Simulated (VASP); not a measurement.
# P (R-3m) in VASP: single point with r2SCAN

Aim: the single point of P with r2SCAN.

All numbers are computed with VASP 6.6.1; they aren't measurements. Logs are shortened: lines on timing, memory, paths and dates and some standing lists are left out, and cuts for length are marked.

### Step 1. The cell of the first run

The structure is trigonal, space group R-3m (No. 166). Conventional cell: a = 3.481 Å, b = 3.481 Å, c = 9.209 Å, α = 90.00°, β = 90.00°, γ = 120.00°. P (site symmetry 3m) has 6 P at 2.32 to 2.78 Å within 3.1 Å.

### Step 2. Single point, r2SCAN

Contents of POSCAR:

```
P
1.0
    1.7403421708      1.0047870208      3.0696695824
   -1.7403421708      1.0047870208      3.0696695824
    0.0000000000     -2.0095740416      3.0696695824
P
2
Direct
    0.2706353098      0.2706353098      0.2706353098
    0.7293646902      0.7293646902      0.7293646902
```

Contents of INCAR.step1:

```
ALGO     = Normal         # electronic algorithm
EDIFF    = 1E-4           # SCF threshold, eV
ENCUT    = 520            # plane-wave cutoff, eV
GGA      = PE             # functional
ISMEAR   = 0              # smearing method
LASPH    = T              # aspherical terms in the spheres
LCHARG   = F              # write CHGCAR
LREAL    = F              # projectors in reciprocal space
LWAVE    = T              # write WAVECAR
NBANDS   = 12             # bands
NELM     = 60             # most SCF steps
PREC     = Accurate       # precision mode
SIGMA    = 0.1            # smearing width, eV
```

Contents of INCAR.step2:

```
ALGO     = Normal         # electronic algorithm
EDIFF    = 1E-6           # SCF threshold, eV
ENCUT    = 520            # plane-wave cutoff, eV
ISIF     = 2              # what is computed and relaxed
ISMEAR   = 0              # smearing method
ISTART   = 1            
LASPH    = T              # aspherical terms in the spheres
LCHARG   = T              # write CHGCAR
LELF     = T              # ELF
LMIXTAU  = T            
LREAL    = F              # projectors in reciprocal space
LVHAR    = T            
LWAVE    = F              # write WAVECAR
METAGGA  = R2SCAN         # meta-GGA
NBANDS   = 12             # bands
NELM     = 60             # most SCF steps
PREC     = Accurate       # precision mode
SIGMA    = 0.1            # smearing width, eV
```

Contents of KPOINTS:

```
k-points
0
Gamma
  18 18 18
```

Potentials or basis: VASP PAW PBE potentials, release 64 (P).

Launch:

```sh
$ cat potpaw_PBE.64/P/POTCAR > POTCAR
$ cp INCAR.step1 INCAR
$ mpirun -np 1 vasp_std > vasp.out
$ cp INCAR.step2 INCAR
$ mpirun -np 1 vasp_std > vasp.out
```

OUTCAR:

```text
EDIFF = 1E-6
   ENCUT = 520
   ISIF = 2
   ISMEAR = 0
   ISTART = 1
   LASPH = T
   LREAL = F
   METAGGA = R2SCAN
   NELM = 60
   PREC = Accurate

 ion  position               nearest neighbor table
   1  0.271  0.271  0.271-   2 2.32   2 2.32   2 2.32   2 2.78   2 2.78   2 2.78
   2  0.729  0.729  0.729-   1 2.32   1 2.32   1 2.32   1 2.78   1 2.78   1 2.78

  LATTYP: Found a trigonal (rhomboedric) cell.
 ALAT       =     3.6689588678
 COS(alpha) =     0.5499988772

  Lattice vectors:

 A1 = (   1.7403421708,   1.0047870208,   3.0696695824)
 A2 = (  -1.7403421708,   1.0047870208,   3.0696695824)
 A3 = (   0.0000000000,  -2.0095740416,   3.0696695824)

Analysis of symmetry for initial positions (statically):
=====================================================================
 Subroutine PRICEL returns:
 Original cell was already a primitive cell.

 Routine SETGRP: Setting up the symmetry group for a
 trigonal (rhombohedral) supercell.

 Subroutine GETGRP returns: Found 12 space group operations
 (whereof 12 operations were pure point group operations)
 out of a pool of 12 trial point group operations.

The static configuration has the point symmetry D_3d.

Analysis of symmetry for dynamics (positions and initial velocities):
=====================================================================
 Subroutine PRICEL returns:
 Original cell was already a primitive cell.

 Routine SETGRP: Setting up the symmetry group for a
 trigonal (rhombohedral) supercell.

 Subroutine GETGRP returns: Found 12 space group operations
 (whereof 12 operations were pure point group operations)
 out of a pool of 12 trial point group operations.

The dynamic configuration has the point symmetry D_3d.

 Subroutine INISYM returns: Found 12 space group operations
 (whereof 12 operations are pure point group operations),
 and found     1 'primitive' translations

----------------------------------------------------------------------------------------

                                     Primitive cell

  volume of cell :      32.2071

  direct lattice vectors                    reciprocal lattice vectors
     1.740342171  1.004787021  3.069669582     0.287299824  0.165872631  0.108589320
    -1.740342171  1.004787021  3.069669582    -0.287299824  0.165872631  0.108589320
     0.000000000 -2.009574042  3.069669582     0.000000000 -0.331745262  0.108589320

  length of vectors
     3.668958868  3.668958868  3.668958868     0.349065265  0.349065265  0.349065265

  position of ions in fractional coordinates (direct lattice)
     0.270635310  0.270635310  0.270635310
     0.729364690  0.729364690  0.729364690

  ion indices of the primitive-cell ions
   primitive index   ion index
                 1           1
                 2           2

----------------------------------------------------------------------------------------

 KPOINTS: k-points

Automatic generation of k-mesh.
 Grid dimensions read from file:
 generate k-points for:   18   18   18

 Generating k-lattice:

  Cartesian coordinates                     Fractional coordinates (reciprocal lattice)
     0.015961101  0.009215146  0.006032740     0.055555556 -0.000000000 -0.000000000
    -0.015961101  0.009215146  0.006032740    -0.000000000  0.055555556 -0.000000000
     0.000000000 -0.018430292  0.006032740    -0.000000000 -0.000000000  0.055555556

  Length of vectors
     0.019392515  0.019392515  0.019392515

  Shift w.r.t. Gamma in fractional coordinates (k-lattice)
     0.000000000  0.000000000  0.000000000

 Subroutine IBZKPT returns following result:
 ===========================================

 Found    580 irreducible k-points:

 Following reciprocal coordinates:
            Coordinates               Weight
  0.000000  0.000000  0.000000      1.000000
  0.055556 -0.000000  0.000000      6.000000
  0.111111 -0.000000  0.000000      6.000000
  0.166667  0.000000  0.000000      6.000000
  0.222222 -0.000000  0.000000      6.000000
  0.277778 -0.000000 -0.000000      6.000000
[... 16 lines left out ...]
 -0.277778  0.055556  0.000000     12.000000
 -0.222222  0.055556  0.000000     12.000000
 [... further k-points ...]
   k-points           NKPTS =    580   k-points in BZ     NKDIM =    580   number of bands    NBANDS=     12
   number of dos      NEDOS =    301   number of ions     NIONS =      2
   total plane-waves  NPLWV =  21952
   dimension x,y,z NGX =    28 NGY =   28 NGZ =   28
   dimension x,y,z NGXF=    56 NGYF=   56 NGZF=   56
   ions per type =               2
   NGX,Y,Z   is equivalent  to a cutoff of  12.69, 12.69, 12.69 a.u.
   NGXF,Y,Z  is equivalent  to a cutoff of  25.37, 25.37, 25.37 a.u.
 SYSTEM =  unknown system
   PREC   = accura    normal or accurate (medium, high low for compatibility)
   ISTART =      1    job   : 0-new  1-cont  2-samecut
   ICHARG =      0    charge: 1-file 2-atom 10-const
   ISPIN  =      1    spin polarized calculation?
   LNONCOLLINEAR =      F non collinear calculations
   LSORBIT =      F    spin-orbit coupling
   LASPH  =      T    aspherical Exc in radial PAW
   ENCUT  =  520.0 eV  38.22 Ry    6.18 a.u.   6.82  6.82  6.82*2*pi/ulx,y,z
   NELM   =     60;   NELMIN=  2; NELMDL=  0     # of ELM steps
   EDIFF  = 0.1E-05   stopping-criterion for ELM
   LREAL  =      F    real-space projection
   EDIFFG = 0.1E-04   stopping-criterion for IOM
   NSW    =      0    number of steps for IOM
   IBRION =     -1    ionic relax: 0-MD 1-quasi-New 2-CG
   NFREE  =      0    steps in history (QN), initial steepest desc. (CG)
   ISIF   =      2    stress and relaxation
   ISYM   =      2    0-nonsym 1-usesym 2-fastsym
   POTIM  = 0.5000    time-step for ionic-motion
   TEBEG  =    0.0;   TEEND  =   0.0 temperature during run
   PSTRESS=    0.0 pullay stress
   NELECT =      10.0000    total number of electrons
   NUPDOWN=      -1.0000    fix difference up-down
   EMIN   =  10.00;   EMAX   =-10.00  energy-range for DOS
   EFERMI =   0.00;   METHOD = LEGACY
   ISMEAR =     0;   SIGMA  =   0.10  broadening in eV -4-tet -1-fermi 0-gaus
   EFERMI_NEDOS =   21; number of points for ismear=-14 and -15
   IALGO  =     38    algorithm
   IMIX   =      4    mixing-type and parameters
     AMIX     =   0.40;   BMIX     =  1.00
     AMIX_MAG =   1.60;   BMIX_MAG =  1.00
  volume/ion in A,a.u.               =      16.10       108.67
  Fermi-wavevector in a.u.,A,eV,Ry     =   1.108556  2.094867 16.720152  1.228896
  Thomas-Fermi vector in A             =   2.245085
   LORBIT       =      0    0 simple, 1 ext, 2 COOP (PROOUT), +10 PAW based schemes
   METAGGA = R2SCAN    functional components
   LHFCALC =     F    Hartree Fock is set to
   AEXX    =    0.0000 exact exchange contribution
   IVDW    =     0    specifies the selected vdW correction
   LEPSILON=     F    determine dielectric tensor
   LRPA    =     F    only Hartree local field effects (RPA)
 non-spin polarized calculation
 Gauss-broadening in eV      SIGMA  =   0.10
  energy-cutoff  :      520.00
  volume of cell :       32.21
 maximum number of plane-waves:       890
   NGX = 13   NGY = 13   NGZ = 13

 number of electron      10.0000001 magnetization

 Free energy of the ion-electron system (eV)
  ---------------------------------------------------
  ext. energy  EPLUGINS =         0.00000000
  ---------------------------------------------------
  free energy    TOTEN  =       -17.76936390 eV

  energy without entropy =      -17.76826325  energy(sigma->0) =      -17.76881357

 E-fermi :   9.0377     XC(G=0): -11.3218

 val. band max:        8.9904658961   @ k =   0.5000   0.4444   0.3889
 cond. band min:       9.0408485966   @ k =   0.2778   0.2778   0.2778
 fundamental gap:      0.0503827005
 Fermi energy:         9.0376886209

 k-point     1 :       0.0000    0.0000    0.0000
  band No.  band energies     occupation
      1      -8.3056      2.00000
      2       5.5638      2.00000
      3       5.7510      2.00000
      4       5.8499      2.00000
      5       5.8499      2.00000
      6      10.7271      0.00000
      7      11.9737      0.00000
      8      11.9737      0.00000
      9      14.9508      0.00000
     10      14.9508      0.00000
     11      16.2467      0.00000
     12      16.3168      0.00000

 k-point     2 :       0.0556   -0.0000    0.0000
  band No.  band energies     occupation
      1      -8.2534      2.00000
      2       4.7263      2.00000
      3       5.7433      2.00000
      4       5.8163      2.00000
      5       6.4776      2.00000
      6      10.8575      0.00000
      7      11.9412      0.00000
      8      11.9522      0.00000
      9      14.6380      0.00000
     10      14.6391      0.00000
     11      15.4764      0.00000
     12      16.8918      0.00000

 k-point     3 :       0.1111   -0.0000    0.0000
  band No.  band energies     occupation
      1      -8.0972      2.00000
      2       3.6354      2.00000
      3       5.6771      2.00000
      4       5.7245      2.00000
      5       7.0423      2.00000
      6      11.0597      0.00000
      7      11.7545      0.00000
      8      11.9304      0.00000
      9      13.9924      0.00000
     10      14.4105      0.00000
     11      15.1763      0.00000
     12      17.9892      0.00000
[... 286 lines left out ...]
 k-point    23 :      -0.2778    0.0556    0.0000
  band No.  band energies     occupation
      1      -6.7797      2.00000
      2      -0.3080      2.00000
      3       4.7882      2.00000
      4       5.9743      2.00000
      5       7.6495      2.00000
      6       9.8176      0.00000
      7       9.9625      0.00000
      8      11.2122      0.00000
      9      15.3971      0.00000
     10      15.8205      0.00000
     11      17.5495      0.00000
     12      21.8260      0.00000

 k-point    24 :      -0.2222    0.0556    0.0000
  band No.  band energies     occupation
      1      -7.2752      2.00000
      2       0.8347      2.00000
      3       4.9183      2.00000
      4       5.9947      2.00000
      5       7.5647      2.00000
      6      10.2569      0.00000
      7      10.5021      0.00000
      8      11.4909      0.00000
      9      14.5553      0.00000
     10      15.3174      0.00000
     11      16.4110      0.00000
     12      20.4103      0.00000

 [... further k-points ...]

------------------------ aborting loop because EDIFF is reached ----------------------------------------

  FORCE on cell =-STRESS in cart. coord.  units (eV):
  Direction    XX          YY          ZZ          XY          YZ          ZX
  --------------------------------------------------------------------------------------
  -------------------------------------------------------------------------------------
  Total       -0.3936126     -0.3936126     -0.2660574      0.0000000      0.0000000      0.0000000
  in kB      -19.5806900    -19.5806900    -13.2353167      0.0000000      0.0000000      0.0000000
  external PRESSURE =     -17.4655656 kB  Pullay stress =       0.0000000 kB

 VOLUME and BASIS-vectors are now :
 -----------------------------------------------------------------------------
  energy-cutoff  :      520.00
  volume of cell :       32.21
      direct lattice vectors                 reciprocal lattice vectors
     1.740342171  1.004787021  3.069669582     0.287299824  0.165872631  0.108589320
    -1.740342171  1.004787021  3.069669582    -0.287299824  0.165872631  0.108589320
     0.000000000 -2.009574042  3.069669582     0.000000000 -0.331745262  0.108589320

 POSITION                                       TOTAL-FORCE (eV/Angst)
 -----------------------------------------------------------------------------------
      0.00000      0.00000      2.49228         0.000000      0.000000      0.282571
      0.00000      0.00000      6.71673         0.000000      0.000000     -0.282571
 -----------------------------------------------------------------------------------
    total drift:                               -0.000000      0.000000     -0.000000

  FREE ENERGIE OF THE ION-ELECTRON SYSTEM (eV)
  ---------------------------------------------------
  free  energy   TOTEN  =       -17.7693639016 eV

  energy  without entropy=      -17.7682632463  energy(sigma->0) =      -17.76881357
```

Run time: 15 min. Hardware: 1 thread of Intel Xeon Platinum 8259CL at 2.50GHz (Skylake/Cascade Lake), shared host; peak memory 0.28 GiB.

Results:

| Quantity | Value |
| --- | --- |
| Free energy | -17.7694 eV |
| Pressure | -1.7 GPa |
| Largest force | 0.283 eV/Å |
| Band gap on the k mesh | zero (bands 5 and 6 overlap by 0.91 eV) |

Forces on the atoms (eV/Å):
```
P    0.000  0.000  0.283
P    0.000  0.000 -0.283
```

Caveat: the PAW data sets were made with another functional, which shifts forces and pressure a little.

The gap in the log of VASP goes by the Fermi energy; the results here count the filled bands.